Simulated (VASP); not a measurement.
# SiNi (Pnma) in VASP: further runs

The runs below take SiNi through single point, with PBEsol.

All numbers are computed with VASP 6.6.1; they aren't measurements. Logs are shortened: lines on timing, memory, paths and dates and some standing lists are left out, and cuts for length are marked.

### Step 1. The cell of the first run

The structure is orthorhombic, space group Pnma (No. 62). The conventional cell has a = 5.121 Å, b = 3.305 Å, c = 5.605 Å, α = 90.00°, β = 90.00°, γ = 90.00°. Within 3.0 Å of Ni (site symmetry m) lie 6 Si at 2.27 to 2.38 Å and 4 Ni at 2.65 to 2.67 Å. Si (site symmetry m) has 6 Ni at 2.27 to 2.38 Å and 2 Si at 2.63 Å within 3.0 Å.

### Step 2. Single point, PBEsol, collinear spin, ferromagnetic start

Input file INCAR:

```
SYSTEM = SiNi
  PREC = Accurate
  ENCUT = 520
  EDIFF = 1E-7
  ISMEAR = -1
  SIGMA = 0.05
  LREAL = .FALSE.
  LASPH = .TRUE.
  NELM = 150
  ALGO = Normal
  ISIF = 2
  LWAVE = .FALSE.
  LCHARG = .TRUE.
  ISPIN = 2
  MAGMOM = 1 1 1 1 0 0 0 0
  LORBIT = 11
  LMAXMIX = 4
  GGA = PS
  LELF = .TRUE.
  LVHAR = .TRUE.
  NBANDS = 42
```

Input file KPOINTS:

```
regular mesh
0
G
  5 7 4
  0 0 0
```

Input file POSCAR:

```
SiNi
1.0
    5.1213690000      0.0000000000      0.0000000000
    0.0000000000      3.3047190000      0.0000000000
    0.0000000000      0.0000000000      5.6049000000
Ni Si
4 4
Direct
    0.9922100000      0.7500000000      0.8124800000
    0.5077900000      0.2500000000      0.3124800000
    0.4922100000      0.7500000000      0.6875200000
    0.0077900000      0.2500000000      0.1875200000
    0.6787200000      0.2500000000      0.9175000000
    0.8212800000      0.7500000000      0.4175000000
    0.1787200000      0.2500000000      0.5825000000
    0.3212800000      0.7500000000      0.0825000000
```

Potentials or basis: VASP PAW PBE potentials, release 64 (Ni, Si).

Command:

```sh
cat potpaw_PBE.64/Ni/POTCAR potpaw_PBE.64/Si/POTCAR > POTCAR
mpirun -np 1 vasp_std > vasp.out
```

OUTCAR:

```text
SYSTEM = SiNi
   PREC = Accurate
   ENCUT = 520
   EDIFF = 1E-7
   ISMEAR = -1
   LREAL = .FALSE.
   LASPH = .TRUE.
   NELM = 150
   ISIF = 2
   ISPIN = 2
   LORBIT = 11
   GGA = PS

 ion  position               nearest neighbor table
   1  0.992  0.750  0.812-   8 2.27   7 2.30   7 2.30   5 2.38   5 2.38   6 2.38   3 2.65   3 2.65
                             4 2.67   4 2.67
   2  0.508  0.250  0.312-   7 2.27   8 2.30   8 2.30   6 2.38   6 2.38   5 2.38   4 2.65   4 2.65
                             3 2.67   3 2.67
   3  0.492  0.750  0.688-   6 2.27   5 2.30   5 2.30   7 2.38   7 2.38   8 2.38   1 2.65   1 2.65
                             2 2.67   2 2.67
   4  0.008  0.250  0.188-   5 2.27   6 2.30   6 2.30   8 2.38   8 2.38   7 2.38   2 2.65   2 2.65
                             1 2.67   1 2.67
   5  0.679  0.250  0.917-   4 2.27   3 2.30   3 2.30   1 2.38   1 2.38   2 2.38   8 2.63   8 2.63

   6  0.821  0.750  0.417-   3 2.27   4 2.30   4 2.30   2 2.38   2 2.38   1 2.38   7 2.63   7 2.63

   7  0.179  0.250  0.583-   2 2.27   1 2.30   1 2.30   3 2.38   3 2.38   4 2.38   6 2.63   6 2.63

   8  0.321  0.750  0.083-   1 2.27   2 2.30   2 2.30   4 2.38   4 2.38   3 2.38   5 2.63   5 2.63

  LATTYP: Found a simple orthorhombic cell.
 ALAT       =     3.3047190000
 B/A-ratio  =     1.5497139091
 C/A-ratio  =     1.6960292237

  Lattice vectors:

 A1 = (   0.0000000000,  -3.3047190000,   0.0000000000)
 A2 = (   5.1213690000,   0.0000000000,   0.0000000000)
 A3 = (   0.0000000000,   0.0000000000,   5.6049000000)

Analysis of symmetry for initial positions (statically):
=====================================================================
 Subroutine PRICEL returns:
 Original cell was already a primitive cell.

 Routine SETGRP: Setting up the symmetry group for a
 simple orthorhombic supercell.

 Subroutine GETGRP returns: Found  8 space group operations
 (whereof  2 operations were pure point group operations)
 out of a pool of  8 trial point group operations.

The static configuration has the point symmetry S_2 .
 The point group associated with its full space group is D_2h.

Analysis of symmetry for dynamics (positions and initial velocities):
=====================================================================
 Subroutine PRICEL returns:
 Original cell was already a primitive cell.

 Routine SETGRP: Setting up the symmetry group for a
 simple orthorhombic supercell.

 Subroutine GETGRP returns: Found  8 space group operations
 (whereof  2 operations were pure point group operations)
 out of a pool of  8 trial point group operations.

[... 173 lines left out ...]
  ---------------------------------------------------
  free energy    TOTEN  =       -52.28223689 eV

  energy without entropy =      -52.27381167  energy(sigma->0) =      -52.27802428

 E-fermi :  10.6557     XC(G=0): -12.4311

 val. band max:       10.5514491933   @ k =   0.4000   0.1429   0.2500
 cond. band min:      10.7249704407   @ k =   0.2000   0.4286   0.0000
 fundamental gap:      0.1735212474
 Fermi energy:        10.6557038667

 spin component 1

 k-point     1 :       0.0000    0.0000    0.0000
  band No.  band energies     occupation
      1      -2.5588      1.00000
      2       0.7804      1.00000
      3       2.1178      1.00000
      4       2.7351      1.00000
      5       3.9664      1.00000
      6       4.4587      1.00000
[... 1021 lines left out ...]
     39      17.3103      0.00000
     40      17.7458      0.00000

 [... further k-points ...]

 spin component 2

 k-point     1 :       0.0000    0.0000    0.0000
  band No.  band energies     occupation
      1      -2.5588      1.00000
      2       0.7804      1.00000
      3       2.1178      1.00000
      4       2.7351      1.00000
      5       3.9664      1.00000
      6       4.4587      1.00000
[... 1021 lines left out ...]
     39      17.3103      0.00000
     40      17.7458      0.00000

 [... further k-points ...]

 [bands above 40 left out]

------------------------ aborting loop because EDIFF is reached ----------------------------------------

  FORCE on cell =-STRESS in cart. coord.  units (eV):
  Direction    XX          YY          ZZ          XY          YZ          ZX
  --------------------------------------------------------------------------------------
  -------------------------------------------------------------------------------------
  Total       -0.4123396      0.4724710     -0.8798947      0.0000000      0.0000000      0.0000000
  in kB       -6.9642942      7.9798959    -14.8611636      0.0000000      0.0000000      0.0000000
  external PRESSURE =      -4.6151873 kB  Pullay stress =       0.0000000 kB

 VOLUME and BASIS-vectors are now :
 -----------------------------------------------------------------------------
  energy-cutoff  :      520.00
  volume of cell :       94.86
      direct lattice vectors                 reciprocal lattice vectors
     5.121369000  0.000000000  0.000000000     0.195260291  0.000000000  0.000000000
     0.000000000  3.304719000  0.000000000     0.000000000  0.302597588  0.000000000
     0.000000000  0.000000000  5.604900000     0.000000000  0.000000000  0.178415315

 POSITION                                       TOTAL-FORCE (eV/Angst)
 -----------------------------------------------------------------------------------
      5.08147      2.47854      4.55387        -0.039898     -0.000000     -0.029780
      2.60058      0.82618      1.75142         0.039898      0.000000     -0.029780
      2.52079      2.47854      3.85348        -0.039898     -0.000000      0.029780
      0.03990      0.82618      1.05103         0.039898     -0.000000      0.029780
      3.47598      0.82618      5.14250         0.037835      0.000000     -0.012603
      4.20608      2.47854      2.34005        -0.037835      0.000000     -0.012603
      0.91529      0.82618      3.26485         0.037835      0.000000      0.012603
      1.64539      2.47854      0.46240        -0.037835      0.000000      0.012603
 -----------------------------------------------------------------------------------
    total drift:                               -0.000000      0.000000     -0.000000

  FREE ENERGIE OF THE ION-ELECTRON SYSTEM (eV)
  ---------------------------------------------------
  free  energy   TOTEN  =       -52.2822368933 eV

  energy  without entropy=      -52.2738116664  energy(sigma->0) =      -52.27802428

 total charge

# of ion       s       p       d       tot
------------------------------------------
    1        0.512   0.667   8.464   9.643
    2        0.512   0.667   8.464   9.643
    3        0.512   0.667   8.464   9.643
    4        0.512   0.667   8.464   9.643
    5        0.761   0.862   0.000   1.623
    6        0.761   0.862   0.000   1.623
    7        0.761   0.862   0.000   1.623
    8        0.761   0.862   0.000   1.623
--------------------------------------------------
tot          5.090   6.118  33.858  45.066

 magnetization (x)

# of ion       s       p       d       tot
------------------------------------------
    1        0.000   0.000  -0.000  -0.000
    2        0.000   0.000  -0.000  -0.000
    3        0.000   0.000  -0.000  -0.000
    4        0.000   0.000  -0.000  -0.000
    5       -0.000   0.000   0.000   0.000
    6       -0.000   0.000   0.000   0.000
    7       -0.000   0.000   0.000   0.000
    8       -0.000   0.000   0.000   0.000
--------------------------------------------------
tot          0.000   0.000  -0.000  -0.000
```

stdout:

```text
POSCAR found type information on POSCAR NiSi
 POSCAR found :  2 types and       8 ions
 scaLAPACK will be used
 -----------------------------------------------------------------------------
|                                                                             |
|                                                                             |
|     You enforced a specific xc type in the INCAR file but a different       |
|     I HOPE YOU KNOW WHAT YOU ARE DOING!                                     |
|                                                                             |
 -----------------------------------------------------------------------------

 LDA part: xc-table for (Slater+PW92), standard interpolation
 POSCAR, INCAR and KPOINTS ok, starting setup
 FFT: planning ... GRIDC
 FFT: planning ... GRID_SOFT
 FFT: planning ... GRID
 WAVECAR not read
 entering main loop
```

Wall time 10 min (1 thread of Intel Xeon 8259CL, shared host); peak memory 0.36 GiB.

Results:

* Free energy: -52.2822 eV
* Pressure: -0.5 GPa
* Largest force: 0.050 eV/Å
* Band gap on the k mesh: zero (filled and empty bands overlap)
* Net moment: 0.00 μB per cell
* Valence electrons inside the program's atomic spheres: Ni 9.64; Si 1.62

Forces on the atoms (eV/Å):
```
Ni  -0.040  0.000 -0.030
Ni   0.040  0.000 -0.030
Ni  -0.040  0.000  0.030
Ni   0.040  0.000  0.030
Si   0.038  0.000 -0.013
Si  -0.038  0.000 -0.013
Si   0.038  0.000  0.013
Si  -0.038  0.000  0.013
```

Caveat: the PAW data sets were made with another functional, which shifts forces and pressure a little.

### Step 3. Single point, PBEsol, collinear spin, ferromagnetic start

This run uses another cell than the first one, of 12.10 Å³/atom, 1.020 times its volume.

Input file INCAR:

```
PREC     = Accurate       # precision mode
ENCUT    = 520            # plane-wave cutoff, eV
EDIFF    = 1E-7           # SCF threshold, eV
ISMEAR   = -1             # smearing method
SIGMA    = 0.05           # smearing width, eV
LREAL    = F              # projectors in reciprocal space
LASPH    = T              # aspherical terms in the spheres
NELM     = 150            # most SCF steps
ALGO     = Normal         # electronic algorithm
ISIF     = 2              # what is computed and relaxed
LWAVE    = F              # write WAVECAR
LCHARG   = F              # write CHGCAR
ISPIN    = 2              # spin polarisation
MAGMOM   = 1 1 1 1 0 0 0 0 # initial moments
LORBIT   = 11             # projections on sites
LMAXMIX  = 4              # l up to which the mixer works
GGA      = PS             # functional
NBANDS   = 42             # bands
```

Input file KPOINTS:

```
Automatic mesh
0
Gamma
  5 7 4
```

Edit POSCAR of step 2 so:

```diff
@@ -2,4 +2,4 @@
 1.0
-    5.1213690000      0.0000000000      0.0000000000
-    0.0000000000      3.3047190000      0.0000000000
+    5.1731000000      0.0000000000      0.0000000000
+    0.0000000000      3.3381000000      0.0000000000
     0.0000000000      0.0000000000      5.6049000000
```

Potentials or basis: VASP PAW PBE potentials, release 64 (Ni, Si).

Command:

```sh
cat potpaw_PBE.64/Ni/POTCAR potpaw_PBE.64/Si/POTCAR > POTCAR
mpirun -np 1 vasp_std > vasp.out
```

OUTCAR:

```text
PREC = Accurate
   ENCUT = 520
   EDIFF = 1E-7
   ISMEAR = -1
   LREAL = F
   LASPH = T
   NELM = 150
   ISIF = 2
   ISPIN = 2
   LORBIT = 11
   GGA = PS

 ion  position               nearest neighbor table
   1  0.992  0.750  0.812-   8 2.28   7 2.32   7 2.32   6 2.38   5 2.40   5 2.40   3 2.68   3 2.68
                             4 2.69   4 2.69
   2  0.508  0.250  0.312-   7 2.28   8 2.32   8 2.32   5 2.38   6 2.40   6 2.40   4 2.68   4 2.68
                             3 2.69   3 2.69
   3  0.492  0.750  0.688-   6 2.28   5 2.32   5 2.32   8 2.38   7 2.40   7 2.40   1 2.68   1 2.68
                             2 2.69   2 2.69
   4  0.008  0.250  0.188-   5 2.28   6 2.32   6 2.32   7 2.38   8 2.40   8 2.40   2 2.68   2 2.68
[... 2330 lines left out ...]
      0.04030      0.83452      1.05103         0.017479      0.000000      0.046949
      3.51109      0.83452      5.14250         0.052924      0.000000     -0.044629
      4.24856      2.50357      2.34005        -0.052924      0.000000     -0.044629
      0.92454      0.83452      3.26485         0.052924      0.000000      0.044629
      1.66201      2.50357      0.46240        -0.052924      0.000000      0.044629
 -----------------------------------------------------------------------------------
    total drift:                               -0.000000      0.000000     -0.000000

  FREE ENERGIE OF THE ION-ELECTRON SYSTEM (eV)
  ---------------------------------------------------
  free  energy   TOTEN  =       -52.2561545507 eV

  energy  without entropy=      -52.2472919912  energy(sigma->0) =      -52.25172327

 total charge

# of ion       s       p       d       tot
------------------------------------------
    1        0.503   0.645   8.452   9.600
    2        0.503   0.645   8.452   9.600
    3        0.503   0.645   8.452   9.600
    4        0.503   0.645   8.452   9.600
    5        0.760   0.849   0.000   1.609
    6        0.760   0.849   0.000   1.609
    7        0.760   0.849   0.000   1.609
    8        0.760   0.849   0.000   1.609
--------------------------------------------------
tot          5.054   5.976  33.808  44.838

 magnetization (x)

# of ion       s       p       d       tot
------------------------------------------
    1        0.000   0.000  -0.000  -0.000
    2        0.000   0.000  -0.000  -0.000
    3        0.000   0.000  -0.000  -0.000
    4        0.000   0.000  -0.000  -0.000
    5        0.000   0.000   0.000   0.000
    6        0.000   0.000   0.000   0.000
    7        0.000   0.000   0.000   0.000
    8        0.000   0.000   0.000   0.000
--------------------------------------------------
tot          0.000   0.000  -0.000  -0.000
```

OSZICAR:

```text
N       E                     dE             d eps       ncg     rms          rms(c)
DAV:   1     0.371269602026E+03    0.37127E+03   -0.23885E+04  6048   0.157E+03
DAV:   2    -0.254889200054E+02   -0.39676E+03   -0.37471E+03  6056   0.341E+02
DAV:   3    -0.585699851274E+02   -0.33081E+02   -0.31562E+02  6768   0.115E+02
DAV:   4    -0.596132549890E+02   -0.10433E+01   -0.10356E+01  7308   0.188E+01
DAV:   5    -0.596454605844E+02   -0.32206E-01   -0.32180E-01  7432   0.315E+00    0.307E+01
DAV:   6    -0.706567199442E+02   -0.11011E+02   -0.11579E+02  7090   0.163E+02    0.395E+01
DAV:   7    -0.523112127764E+02    0.18346E+02   -0.42315E+01  7274   0.101E+02    0.622E+00
DAV:   8    -0.523681925111E+02   -0.56980E-01   -0.53256E+00  8912   0.181E+01    0.387E+00
DAV:   9    -0.522600810852E+02    0.10811E+00   -0.52145E-01  7884   0.852E+00    0.100E+00
DAV:  10    -0.522580608746E+02    0.20202E-02   -0.18924E-02  7840   0.146E+00    0.604E-01
DAV:  11    -0.522565361233E+02    0.15248E-02   -0.21229E-03  7748   0.378E-01    0.342E-01
DAV:  12    -0.522561908175E+02    0.34531E-03   -0.78934E-04  8150   0.338E-01    0.154E-01
DAV:  13    -0.522561702080E+02    0.20609E-04   -0.16889E-04  7804   0.167E-01    0.647E-02
DAV:  14    -0.522561587706E+02    0.11437E-04   -0.25400E-05  8984   0.535E-02    0.310E-02
DAV:  15    -0.522561554207E+02    0.33499E-05   -0.66126E-06  9178   0.164E-02    0.115E-02
DAV:  16    -0.522561546636E+02    0.75704E-06   -0.72515E-07  7560   0.731E-03    0.462E-03
DAV:  17    -0.522561545028E+02    0.16080E-06   -0.16147E-07  3662   0.409E-03    0.136E-03
DAV:  18    -0.522561545507E+02   -0.47900E-07   -0.90854E-08  3314   0.193E-03
   1 F= -.52256155E+02 E0= -.52251723E+02  d E =-.886256E-02  mag=    -0.0000
```

stdout:

```text
POSCAR found type information on POSCAR NiSi
 POSCAR found :  2 types and       8 ions
 scaLAPACK will be used
 -----------------------------------------------------------------------------
|                                                                             |
|                                                                             |
|     You enforced a specific xc type in the INCAR file but a different       |
|     I HOPE YOU KNOW WHAT YOU ARE DOING!                                     |
|                                                                             |
 -----------------------------------------------------------------------------

 LDA part: xc-table for (Slater+PW92), standard interpolation
 POSCAR, INCAR and KPOINTS ok, starting setup
 FFT: planning ... GRIDC
 FFT: planning ... GRID_SOFT
 FFT: planning ... GRID
 WAVECAR not read
 entering main loop
```

It took 11 min on 1 thread of Intel Xeon 8259CL, shared host; peak memory 0.37 GiB.

Results:

```
Free energy                                           : -52.2562 eV
Pressure                                              : -4.2 GPa
Largest force                                         : 0.069 eV/Å
Band gap on the k mesh                                : zero (filled and empty bands overlap)
Net moment                                            : 0.00 μB per cell
Valence electrons inside the program's atomic spheres : Ni 9.60; Si 1.61
```

Forces in eV/Å, atoms in the order of the input:
```
Ni  -0.017  0.000 -0.047
Ni   0.017  0.000 -0.047
Ni  -0.017  0.000  0.047
Ni   0.017  0.000  0.047
Si   0.053  0.000 -0.045
Si  -0.053  0.000 -0.045
Si   0.053  0.000  0.045
Si  -0.053  0.000  0.045
```

Stress tensor (GPa, compression positive):
```
-5.28  0.00  0.00
 0.00 -3.35  0.00
 0.00  0.00 -3.83
```

Caveat: the PAW data sets were made with another functional, which shifts forces and pressure a little.
